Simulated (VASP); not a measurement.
# BN (P6_3/mmc) in VASP: settings compared, part 2 of 2

VASP 6.6.1. The steps go on from the part before.

**3. Single point, r2SCAN50**

POSCAR

```
BN
1.0
    2.4982400000      0.0000000000      0.0000000000
   -1.2491200000      2.1635393048      0.0000000000
    0.0000000000      0.0000000000      6.6357000000
N B
2 2
Direct
    0.6666666667      0.3333333333      0.2500000000
    0.3333333333      0.6666666667      0.7500000000
    0.6666666667      0.3333333333      0.7500000000
    0.3333333333      0.6666666667      0.2500000000
```

INCAR.step1

```
ALGO = Normal
EDIFF = 1E-5
ENCUT = 520
GGA = PE
ISIF = 2
ISMEAR = -1
LASPH = True
LCHARG = False
LREAL = False
LWAVE = True
NBANDS = 16
NELM = 100
PREC = Accurate
SIGMA = 0.05
```

INCAR.step2

```
AEXX = 0.5
ALGO = Normal
EDIFF = 1E-6
ENCUT = 520
ISIF = 2
ISMEAR = -1
ISTART = 1
LASPH = True
LCHARG = False
LHFCALC = True
LMIXTAU = True
LREAL = False
LWAVE = False
METAGGA = R2SCAN
NBANDS = 16
NELM = 100
PREC = Accurate
PRECFOCK = Normal
SIGMA = 0.05
```

KPOINTS

```
k-points
0
Gamma
  6 6 2
```

Potentials or basis: VASP PAW PBE potentials, release 64 (N, B).

Command:

```console
$ cat potpaw_PBE.64/N/POTCAR potpaw_PBE.64/B/POTCAR > POTCAR
$ cp INCAR.step1 INCAR
$ mpirun -np 1 vasp_std > vasp.out
$ cp INCAR.step2 INCAR
$ mpirun -np 1 vasp_std > vasp.out
```

OUTCAR:

```text
AEXX = 0.5
   EDIFF = 1E-6
   ENCUT = 520
   ISIF = 2
   ISMEAR = -1
   ISTART = 1
   LASPH = True
   LHFCALC = True
   LREAL = False
   METAGGA = R2SCAN
   NELM = 100
   PREC = Accurate
   PRECFOCK = Normal

 ion  position               nearest neighbor table
   1  0.667  0.333  0.250-   4 1.44   4 1.44   4 1.44
   2  0.333  0.667  0.750-   3 1.44   3 1.44   3 1.44
   3  0.667  0.333  0.750-   2 1.44   2 1.44   2 1.44
   4  0.333  0.667  0.250-   1 1.44   1 1.44   1 1.44

  LATTYP: Found a hexagonal cell.
 ALAT       =     2.4982400000
 C/A-ratio  =     2.6561499296

  Lattice vectors:

 A1 = (   2.4982400000,   0.0000000000,   0.0000000000)
 A2 = (  -1.2491200000,   2.1635393048,   0.0000000000)
 A3 = (   0.0000000000,   0.0000000000,   6.6357000000)

Analysis of symmetry for initial positions (statically):
=====================================================================
 Subroutine PRICEL returns:
 Original cell was already a primitive cell.

 Routine SETGRP: Setting up the symmetry group for a
 hexagonal supercell.

 Subroutine GETGRP returns: Found 24 space group operations
 (whereof 12 operations were pure point group operations)
 out of a pool of 24 trial point group operations.

The static configuration has the point symmetry D_3d.
 The point group associated with its full space group is D_6h.

Analysis of symmetry for dynamics (positions and initial velocities):
=====================================================================
 Subroutine PRICEL returns:
 Original cell was already a primitive cell.

 Routine SETGRP: Setting up the symmetry group for a
 hexagonal supercell.

 Subroutine GETGRP returns: Found 24 space group operations
 (whereof 12 operations were pure point group operations)
 out of a pool of 24 trial point group operations.

[... 120 lines left out ...]
   LHFCALC =     T    Hartree Fock is set to
   PRECFOCK=normal    Normal, Fast or Accurate (Low or Medium for compatibility)
   ENCUT4O =  -1.0   cutoff for four orbital integrals eV
   NKREDX  =     1    reduce k-point grid by
   NKREDY  =     1    reduce k-point grid by
   NKREDZ  =     1    reduce k-point grid by
   AEXX    =    0.5000 exact exchange contribution
   HFSCREEN=    0.0000 screening length (either q_TF or 0.3 A-1)
   HFSCREENC=   0.0000 screening length for correlation (either q_TF or 0.3 A-1)
   ENCUTFOCK=  -1.0 apply spherical cutoff to Coloumb kernel
   IVDW    =     0    specifies the selected vdW correction
   LEPSILON=     F    determine dielectric tensor
   LRPA    =     F    only Hartree local field effects (RPA)
 non-spin polarized calculation
  energy-cutoff  :      520.00
  volume of cell :       35.87
 maximum number of plane-waves:       985
 NGX is ok and might be reduce to    20
  NGX = 14; NGY = 14; NGZ = 40

 number of electron      15.9999997 magnetization

 Free energy of the ion-electron system (eV)
  ---------------------------------------------------
  ext. energy  EPLUGINS =         0.00000000
  ---------------------------------------------------
  free energy    TOTEN  =       -51.90695535 eV

  energy without entropy =      -51.90695535  energy(sigma->0) =      -51.90695535

 E-fermi :   0.9298     XC(G=0):  -6.0169

 val. band max:       -0.2656321906   @ k =   0.3333   0.3333   0.5000
 cond. band min:       8.4236797920   @ k =   0.5000   0.0000   0.0000
 fundamental gap:      8.6893119826
 Fermi energy:         0.9298179762

 k-point     1 :       0.0000    0.0000    0.0000
  band No.  band energies     occupation
      1     -21.9350      2.00000
      2     -21.6014      2.00000
      3      -7.7217      2.00000
      4      -5.1841      2.00000
      5      -2.0048      2.00000
      6      -2.0048      2.00000
[... 243 lines left out ...]
      3      -9.7222      2.00000
      4      -9.7222      2.00000
      5      -9.0654      2.00000
      6      -9.0654      2.00000
[... 8 lines left out ...]
     15      22.8671      0.00000
     16      22.8671      0.00000

------------------------ aborting loop because EDIFF is reached ----------------------------------------

  FORCE on cell =-STRESS in cart. coord.  units (eV):
  Direction    XX          YY          ZZ          XY          YZ          ZX
  --------------------------------------------------------------------------------------
  -------------------------------------------------------------------------------------
  Total       -1.7594812     -1.7594812      0.0957476     -0.0000000      0.0000000      0.0000000
  in kB      -78.5976439    -78.5976439      4.2771354     -0.0000000      0.0000000      0.0000000
  external PRESSURE =     -50.9727175 kB  Pullay stress =       0.0000000 kB

 VOLUME and BASIS-vectors are now :
 -----------------------------------------------------------------------------
  energy-cutoff  :      520.00
  volume of cell :       35.87
      direct lattice vectors                 reciprocal lattice vectors
     2.498240000  0.000000000  0.000000000     0.400281798  0.231102804  0.000000000
    -1.249120000  2.163539305  0.000000000     0.000000000  0.462205608  0.000000000
     0.000000000  0.000000000  6.635700000     0.000000000  0.000000000  0.150700002

 POSITION                                       TOTAL-FORCE (eV/Angst)
 -----------------------------------------------------------------------------------
      1.24912      0.72118      1.65892        -0.000000      0.000000      0.000000
     -0.00000      1.44236      4.97677         0.000000     -0.000000     -0.000000
      1.24912      0.72118      4.97677        -0.000000     -0.000000      0.000000
     -0.00000      1.44236      1.65892         0.000000      0.000000     -0.000000
 -----------------------------------------------------------------------------------
    total drift:                                0.000000      0.000000     -0.000000

  FREE ENERGIE OF THE ION-ELECTRON SYSTEM (eV)
  ---------------------------------------------------
  free  energy   TOTEN  =       -51.9069553482 eV

  energy  without entropy=      -51.9069553482  energy(sigma->0) =      -51.90695535
```

OSZICAR.step1:

```text
N       E                     dE             d eps       ncg     rms          rms(c)
DAV:   1     0.470503001466E+02    0.47050E+02   -0.80509E+03   456   0.926E+02
DAV:   2    -0.356554592491E+02   -0.82706E+02   -0.74454E+02   608   0.218E+02
DAV:   3    -0.387329212870E+02   -0.30775E+01   -0.30603E+01   544   0.423E+01
DAV:   4    -0.387522316351E+02   -0.19310E-01   -0.19308E-01   600   0.365E+00
DAV:   5    -0.387524090466E+02   -0.17741E-03   -0.17741E-03   536   0.335E-01    0.113E+01
DAV:   6    -0.355116954984E+02    0.32407E+01   -0.51744E+00   568   0.176E+01    0.509E+00
DAV:   7    -0.352242538827E+02    0.28744E+00   -0.55950E-01   576   0.553E+00    0.318E+00
DAV:   8    -0.351489156013E+02    0.75338E-01   -0.23415E-01   544   0.323E+00    0.460E-01
DAV:   9    -0.351444844810E+02    0.44311E-02   -0.14356E-02   536   0.979E-01    0.199E-01
DAV:  10    -0.351454170741E+02   -0.93259E-03   -0.12703E-03   512   0.272E-01    0.345E-02
DAV:  11    -0.351455171854E+02   -0.10011E-03   -0.97544E-05   552   0.792E-02    0.261E-02
DAV:  12    -0.351455286098E+02   -0.11424E-04   -0.28924E-05   480   0.376E-02    0.272E-03
DAV:  13    -0.351455287357E+02   -0.12600E-06   -0.74318E-07   384   0.668E-03
   1 F= -.35145529E+02 E0= -.35145529E+02  d E =-.119587E-10
```

Run time: 3.2 min. Hardware: 1 thread of Intel Xeon 6975P-C (Granite Rapids), shared host; peak memory 0.16 GiB.

What came out:

```yaml
Free_energy: -51.9070 eV
Pressure: -5.1 GPa
Band_gap_on_the_k_mesh: 8.69 eV, indirect (least direct gap 9.21 eV)
```

Levels at points of the mesh, in eV from the valence-band top:
```csv
k point,band 4,band 5,band 6,band 7,band 8,band 9,band 10,band 11,band 12,band 13
"(0.00, 0.00, 0.00)",-4.92,-1.74,-1.74,-1.69,-1.69,9.20,15.49,16.94,16.94,17.10
"(0.50, 0.00, 0.00)",-10.74,-5.09,-5.01,-1.66,-0.52,8.69,10.41,14.44,14.97,17.25
"(0.00, 0.00, 0.50)",-6.32,-1.72,-1.72,-1.72,-1.72,12.01,12.01,17.02,17.02,17.02
"(0.50, 0.00, 0.50)",-10.78,-5.05,-5.05,-1.07,-1.07,9.21,9.21,14.98,14.98,18.49
```

Caveat: the k points lie up to 0.48 Å⁻¹ apart; the PAW data sets were made with another functional, which shifts forces and pressure a little. A k mesh can miss the band edges.
